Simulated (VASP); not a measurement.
The system is Sb.

```
Sb
1.0
     2.19666    1.26824    3.93600
    -2.19666    1.26824    3.93600
     0.00000   -2.53649    3.93600
Sb
2
Cartesian
  0.0000 0.0000 2.7289
  0.0000 0.0000 9.0791
```

Base run:

| Property | Result |
| --- | --- |
| Program | VASP 6.6.1 |
| Functional | revPBE |
| Potentials or basis | VASP PAW PBE potentials, release 64 (Sb) |
| Cutoff | 520 eV |
| k mesh | 14 × 14 × 14 |
| Occupations | fermi-dirac, width 0.1 eV |
| Spin | no spin polarisation |

Its results: band gap on the k mesh zero (band 5 reaches 6.40 eV, above the bottom of band 6 at 6.14 eV); pressure 0.0 GPa; largest force 0.043 eV/Å.

Problem. The run is repeated on the same cell with these changes: k mesh from 14 × 14 × 14 to 9 × 9 × 9. What comes out?

Solution. Band gap on the k mesh 0.13 eV, indirect (least direct gap 0.50 eV); pressure 0.0 GPa; largest force 0.034 eV/Å.

Caveats: the PAW data sets were made with another functional, which shifts forces and pressure a little; spin-orbit coupling is left out, which moves the levels of the heavy elements.

A k mesh can miss the band edges.
